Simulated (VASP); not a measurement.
# Rb2Te6Ir in VASP: settings compared

Aim: see how the results for Rb2Te6Ir move with the level of theory and the settings. Levels: PBE, LDA. Tasks: single point.

Program: VASP 6.6.1. These are calculated values, not measurements. Logs are shortened: lines on timing, memory, paths and dates and some standing lists are left out, and cuts for length are marked.

### Step 1. The cell of the first run

The typed cell holds 9 atoms: a = 7.324 Å, b = 7.324 Å, c = 5.880 Å, α = 90.00°, β = 90.00°, γ = 60.00°.

### Step 2. Single point, PBE

The input, INCAR:

```
SYSTEM = Rb2Te6Ir
ALGO = Normal
EDIFF = 1E-6
ENCUT = 520
GGA = PE
ISIF = 2
ISMEAR = 0
LASPH = .True.
LCHARG = .True.
LELF = .True.
LREAL = .False.
LVHAR = .True.
LWAVE = .False.
NBANDS = 42
NELM = 60
PREC = Accurate
SIGMA = 0.0186
```

The input, KPOINTS:

```
k-points
0
Gamma
  3 3 3
  0 0 0
```

The input, POSCAR:

```
Rb2Te6Ir
1.0
    3.6622010000      6.3431180000      0.0000000000
   -3.6622010000      6.3431180000      0.0000000000
    0.0000000000      0.0000000000      5.8797100000
Ir Rb Te
1 2 6
Direct
    0.0000000000      0.0000000000      0.5000000000
    0.6667000000      0.6666000000      0.2033800000
    0.3333000000      0.3334000000      0.7966200000
    0.1565200000      0.1564800000      0.2798000000
    0.6870000000      0.1565200000      0.2798000000
    0.1564800000      0.6870000000      0.2798000000
    0.3130000000      0.8435200000      0.7202000000
    0.8435200000      0.8434800000      0.7202000000
    0.8434800000      0.3130000000      0.7202000000
```

Potentials or basis: VASP PAW PBE potentials, release 64 (Ir, Rb_sv, Te).

The run is started by

```sh
> cat potpaw_PBE.64/Ir/POTCAR potpaw_PBE.64/Rb_sv/POTCAR potpaw_PBE.64/Te/POTCAR > POTCAR
> mpirun -np 1 vasp_std > vasp.out
```

OUTCAR:

```text
SYSTEM = Rb2Te6Ir
   EDIFF = 1E-6
   ENCUT = 520
   GGA = PE
   ISIF = 2
   ISMEAR = 0
   LASPH = .True.
   LREAL = .False.
   NELM = 60
   PREC = Accurate

 ion  position               nearest neighbor table
   1  0.000  0.000  0.500-   4 2.37   8 2.37   7 2.37   6 2.37   5 2.37   9 2.37   2 4.57   3 4.57
                             3 4.57   2 4.57   2 4.57   3 4.57
   2  0.667  0.667  0.203-   9 3.62   8 3.62   7 3.62   5 3.69   4 3.69   6 3.69   6 3.69   4 3.69
                             5 3.69   9 3.78   8 3.78   7 3.78   1 4.57   1 4.57   1 4.57   3 4.86
   3  0.333  0.333  0.797-   6 3.62   4 3.62   5 3.62   8 3.69   7 3.69   9 3.69   9 3.69   7 3.69
                             8 3.69   6 3.78   4 3.78   5 3.78   1 4.57   1 4.57   1 4.57   2 4.86
   4  0.157  0.156  0.280-   1 2.37   7 3.26   9 3.26   6 3.44   5 3.44   3 3.62   2 3.69   2 3.69
                             3 3.78
   5  0.687  0.157  0.280-   1 2.37   9 3.26   8 3.26   4 3.44   6 3.44   3 3.62   2 3.69   2 3.69
                             3 3.78
   6  0.156  0.687  0.280-   1 2.37   8 3.26   7 3.26   4 3.44   5 3.44   3 3.62   2 3.69   2 3.69
                             3 3.78
   7  0.313  0.844  0.720-   1 2.37   4 3.26   6 3.26   8 3.44   9 3.44   2 3.62   3 3.69   3 3.69
                             2 3.78
   8  0.844  0.843  0.720-   1 2.37   6 3.26   5 3.26   7 3.44   9 3.44   2 3.62   3 3.69   3 3.69
                             2 3.78
   9  0.843  0.313  0.720-   1 2.37   5 3.26   4 3.26   8 3.44   7 3.44   2 3.62   3 3.69   3 3.69
                             2 3.78

  LATTYP: Found a hexagonal cell.
 ALAT       =     7.3244018272
 C/A-ratio  =     0.8027563395

  Lattice vectors:

 A1 = (   3.6622010000,  -6.3431180000,   0.0000000000)
 A2 = (   3.6622010000,   6.3431180000,   0.0000000000)
 A3 = (   0.0000000000,   0.0000000000,   5.8797100000)

Analysis of symmetry for initial positions (statically):
=====================================================================
 Subroutine PRICEL returns:
 Original cell was already a primitive cell.

 Routine SETGRP: Setting up the symmetry group for a
 hexagonal supercell.

 Subroutine GETGRP returns: Found  2 space group operations
 (whereof  2 operations were pure point group operations)
 out of a pool of 24 trial point group operations.

The static configuration has the point symmetry C_2 .

Analysis of symmetry for dynamics (positions and initial velocities):
=====================================================================
 Subroutine PRICEL returns:
 Original cell was already a primitive cell.

 Routine SETGRP: Setting up the symmetry group for a
 hexagonal supercell.

 Subroutine GETGRP returns: Found  2 space group operations
 (whereof  2 operations were pure point group operations)
 out of a pool of 24 trial point group operations.

The dynamic configuration has the point symmetry C_2 .

 Subroutine INISYM returns: Found  2 space group operations
 (whereof  2 operations are pure point group operations),
 and found     1 'primitive' translations

----------------------------------------------------------------------------------------

                                     Primitive cell

  volume of cell :     273.1687

  direct lattice vectors                    reciprocal lattice vectors
     3.662201000  6.343118000  0.000000000     0.136529917  0.078825587  0.000000000
    -3.662201000  6.343118000  0.000000000    -0.136529917  0.078825587  0.000000000
     0.000000000  0.000000000  5.879710000     0.000000000  0.000000000  0.170076415

  length of vectors
     7.324401827  7.324401827  5.879710000     0.157651170  0.157651170  0.170076415

  position of ions in fractional coordinates (direct lattice)
     0.000000000  0.000000000  0.500000000
     0.666700000  0.666600000  0.203380000
     0.333300000  0.333400000  0.796620000
     0.156520000  0.156480000  0.279800000
     0.687000000  0.156520000  0.279800000
     0.156480000  0.687000000  0.279800000
     0.313000000  0.843520000  0.720200000
     0.843520000  0.843480000  0.720200000
     0.843480000  0.313000000  0.720200000

  ion indices of the primitive-cell ions
   primitive index   ion index
                 1           1
                 2           2
                 3           3
                 4           4
                 5           5
                 6           6
                 7           7
                 8           8
                 9           9

----------------------------------------------------------------------------------------

 KPOINTS: k-points

Automatic generation of k-mesh.
 Grid dimensions read from file:
 generate k-points for:    3    3    3

 Generating k-lattice:

  Cartesian coordinates                     Fractional coordinates (reciprocal lattice)
     0.045509972  0.026275196  0.000000000     0.333333333 -0.000000000  0.000000000
    -0.045509972  0.026275196  0.000000000    -0.000000000  0.333333333  0.000000000
     0.000000000  0.000000000  0.056692138     0.000000000  0.000000000  0.333333333

  Length of vectors
     0.052550390  0.052550390  0.056692138

  Shift w.r.t. Gamma in fractional coordinates (k-lattice)
     0.000000000  0.000000000  0.000000000

 Subroutine IBZKPT returns following result:
 ===========================================

 Found     10 irreducible k-points:

 Following reciprocal coordinates:
            Coordinates               Weight
  0.000000  0.000000  0.000000      1.000000
  0.333333 -0.000000  0.000000      4.000000
 -0.000000  0.333333  0.000000      2.000000
 -0.333333  0.333333  0.000000      2.000000
  0.000000  0.000000  0.333333      2.000000
  0.333333 -0.000000  0.333333      4.000000
  0.333333  0.333333  0.333333      4.000000
 -0.000000  0.333333  0.333333      2.000000
  0.000000 -0.333333  0.333333      2.000000
 -0.333333  0.333333  0.333333      4.000000
   k-points           NKPTS =     10   k-points in BZ     NKDIM =     10   number of bands    NBANDS=     42
   number of dos      NEDOS =    301   number of ions     NIONS =      9
   total plane-waves  NPLWV = 139968
   dimension x,y,z NGX =    54 NGY =   54 NGZ =   48
   dimension x,y,z NGXF=   108 NGYF=  108 NGZF=   96
   ions per type =               1   2   6
   NGX,Y,Z   is equivalent  to a cutoff of  12.26, 12.26, 13.57 a.u.
   NGXF,Y,Z  is equivalent  to a cutoff of  24.51, 24.51, 27.14 a.u.
 SYSTEM =  Rb2Te6Ir
   PREC   = accura    normal or accurate (medium, high low for compatibility)
   ISTART =      0    job   : 0-new  1-cont  2-samecut
   ICHARG =      2    charge: 1-file 2-atom 10-const
   ISPIN  =      1    spin polarized calculation?
   LNONCOLLINEAR =      F non collinear calculations
   LSORBIT =      F    spin-orbit coupling
   LASPH  =      T    aspherical Exc in radial PAW
   ENCUT  =  520.0 eV  38.22 Ry    6.18 a.u.  13.62 13.62 10.93*2*pi/ulx,y,z
   NELM   =     60;   NELMIN=  2; NELMDL= -5     # of ELM steps
   EDIFF  = 0.1E-05   stopping-criterion for ELM
   LREAL  =      F    real-space projection
   EDIFFG = 0.1E-04   stopping-criterion for IOM
   NSW    =      0    number of steps for IOM
   IBRION =     -1    ionic relax: 0-MD 1-quasi-New 2-CG
   NFREE  =      0    steps in history (QN), initial steepest desc. (CG)
   ISIF   =      2    stress and relaxation
   ISYM   =      2    0-nonsym 1-usesym 2-fastsym
   POTIM  = 0.5000    time-step for ionic-motion
   TEBEG  =    0.0;   TEEND  =   0.0 temperature during run
   PSTRESS=    0.0 pullay stress
   NELECT =      63.0000    total number of electrons
   NUPDOWN=      -1.0000    fix difference up-down
   EMIN   =  10.00;   EMAX   =-10.00  energy-range for DOS
   EFERMI =   0.00;   METHOD = LEGACY
   ISMEAR =     0;   SIGMA  =   0.02  broadening in eV -4-tet -1-fermi 0-gaus
   EFERMI_NEDOS =   21; number of points for ismear=-14 and -15
   IALGO  =     38    algorithm
   IMIX   =      4    mixing-type and parameters
     AMIX     =   0.40;   BMIX     =  1.00
     AMIX_MAG =   1.60;   BMIX_MAG =  1.00
  volume/ion in A,a.u.               =      30.35       204.83
  Fermi-wavevector in a.u.,A,eV,Ry     =   1.003948  1.897187 13.713481  1.007912
  Thomas-Fermi vector in A             =   2.136533
   LORBIT       =      0    0 simple, 1 ext, 2 COOP (PROOUT), +10 PAW based schemes
   GGA     = PE    functional components
   LHFCALC =     F    Hartree Fock is set to
   AEXX    =    0.0000 exact exchange contribution
   IVDW    =     0    specifies the selected vdW correction
   LEPSILON=     F    determine dielectric tensor
   LRPA    =     F    only Hartree local field effects (RPA)
 non-spin polarized calculation
 Gauss-broadening in eV      SIGMA  =   0.02
  energy-cutoff  :      520.00
  volume of cell :      273.17
 maximum number of plane-waves:      7395
 NGX is ok and might be reduce to    54
   NGX = 27   NGY = 27   NGZ = 21

 number of electron      62.9999995 magnetization

 Free energy of the ion-electron system (eV)
  ---------------------------------------------------
  ext. energy  EPLUGINS =         0.00000000
  ---------------------------------------------------
  free energy    TOTEN  =       -27.05302343 eV

  energy without entropy =      -27.04823208  energy(sigma->0) =      -27.05062776

 E-fermi :   5.4333     XC(G=0):  -9.3045

 val. band max:        5.4305601378   @ k =  -0.0000   0.3333   0.3333
 cond. band min:       5.4593702468   @ k =   0.0000  -0.3333   0.3333
 fundamental gap:      0.0288101090
 Fermi energy:         5.4333360513

 k-point     1 :       0.0000    0.0000    0.0000
  band No.  band energies     occupation
      1     -21.3656      2.00000
      2     -21.3595      2.00000
      3      -8.2323      2.00000
      4      -6.1109      2.00000
      5      -6.1104      2.00000
      6      -5.8666      2.00000
[... 34 lines left out ...]
     41       9.6982      0.00000
     42       9.6983      0.00000

 k-point     2 :       0.3333   -0.0000    0.0000
  band No.  band energies     occupation
      1     -21.3643      2.00000
      2     -21.3607      2.00000
      3      -8.1881      2.00000
      4      -6.3373      2.00000
      5      -6.2991      2.00000
      6      -5.8545      2.00000
[... 34 lines left out ...]
     41      10.1274      0.00000
     42      10.6469      0.00000

 k-point     3 :      -0.0000    0.3333    0.0000
  band No.  band energies     occupation
      1     -21.3643      2.00000
      2     -21.3607      2.00000
      3      -8.1881      2.00000
      4      -6.3375      2.00000
      5      -6.2990      2.00000
      6      -5.8544      2.00000
[... 34 lines left out ...]
     41      10.1270      0.00000
     42      10.6471      0.00000

 k-point     4 :      -0.3333    0.3333    0.0000
  band No.  band energies     occupation
      1     -21.3625      2.00000
      2     -21.3625      2.00000
      3      -8.1632      2.00000
      4      -6.4078      2.00000
      5      -6.4077      2.00000
      6      -5.7099      2.00000
[... 214 lines left out ...]
     41      10.6190      0.00000
     42      10.8750      0.00000

 k-point     9 :       0.0000   -0.3333    0.3333
  band No.  band energies     occupation
      1     -21.3635      2.00000
      2     -21.3609      2.00000
      3      -8.0163      2.00000
      4      -6.3619      2.00000
      5      -6.1159      2.00000
      6      -6.1075      2.00000
[... 34 lines left out ...]
     41      10.4796      0.00000
     42      10.5319      0.00000

 k-point    10 :      -0.3333    0.3333    0.3333
  band No.  band energies     occupation
      1     -21.3622      2.00000
      2     -21.3622      2.00000
      3      -7.9685      2.00000
      4      -6.4276      2.00000
      5      -6.4274      2.00000
      6      -5.9783      2.00000
[... 34 lines left out ...]
     41      10.8194      0.00000
     42      11.0216      0.00000

------------------------ aborting loop because EDIFF is reached ----------------------------------------

  FORCE on cell =-STRESS in cart. coord.  units (eV):
  Direction    XX          YY          ZZ          XY          YZ          ZX
  --------------------------------------------------------------------------------------
  -------------------------------------------------------------------------------------
  Total       31.5064041     31.5052144     23.0839733     -0.0010286     -0.0002276      0.0003942
  in kB      184.7900368    184.7830588    135.3911495     -0.0060330     -0.0013348      0.0023119
  external PRESSURE =     168.3214150 kB  Pullay stress =       0.0000000 kB

 VOLUME and BASIS-vectors are now :
 -----------------------------------------------------------------------------
  energy-cutoff  :      520.00
  volume of cell :      273.17
      direct lattice vectors                 reciprocal lattice vectors
     3.662201000  6.343118000  0.000000000     0.136529917  0.078825587  0.000000000
    -3.662201000  6.343118000  0.000000000    -0.136529917  0.078825587  0.000000000
     0.000000000  0.000000000  5.879710000     0.000000000  0.000000000  0.170076415

 POSITION                                       TOTAL-FORCE (eV/Angst)
 -----------------------------------------------------------------------------------
      0.00000      0.00000      2.93986         0.000038      0.000065      0.000000
      0.00037      8.45728      1.19582        -0.000874      0.000509      0.069975
     -0.00037      4.22896      4.68389         0.000878     -0.000503     -0.069975
      0.00015      1.98540      1.64514         0.001664      4.410003     -3.357116
      1.94272      5.35055      1.64514        -3.819516     -2.204490     -3.357152
     -1.94287      5.35029      1.64514         3.818397     -2.205875     -3.356952
     -1.94287      7.33594      4.23457         3.818342      2.206443      3.357116
      0.00015     10.70084      4.23457         0.000613     -4.410043      3.357152
      1.94272      7.33569      4.23457        -3.819542      2.203891      3.356952
 -----------------------------------------------------------------------------------
    total drift:                               -0.000006     -0.000010      0.000000

  FREE ENERGIE OF THE ION-ELECTRON SYSTEM (eV)
  ---------------------------------------------------
  free  energy   TOTEN  =       -27.0530234341 eV

  energy  without entropy=      -27.0482320796  energy(sigma->0) =      -27.05062776
```

Wall time 2.1 min (1 thread of AMD EPYC 9R14 (Zen 4), shared host); peak memory 0.4 GiB.

Results:

```
Free energy            : -27.0530 eV
Pressure               : 16.8 GPa
Largest force          : 5.542 eV/Å
Band gap on the k mesh : zero (an odd number of electrons rules out a gap without spin polarisation)
```

Forces on the atoms (eV/Å):
```
Ir   0.000  0.000  0.000
Rb  -0.001  0.001  0.070
Rb   0.001 -0.001 -0.070
Te   0.002  4.410 -3.357
Te  -3.820 -2.204 -3.357
Te   3.818 -2.206 -3.357
Te   3.818  2.206  3.357
Te   0.001 -4.410  3.357
Te  -3.820  2.204  3.357
```

Stress tensor (GPa, compression positive):
```
18.48  0.00  0.00
 0.00 18.48  0.00
 0.00  0.00 13.54
```

Caveat: the cell stands under pressure; spin-orbit coupling is left out, which moves the levels of the heavy elements; forces of over 1 eV/Å act on the atoms, so gaps and moduli don't describe the material at rest.

(Continued in part 2 of 2.)
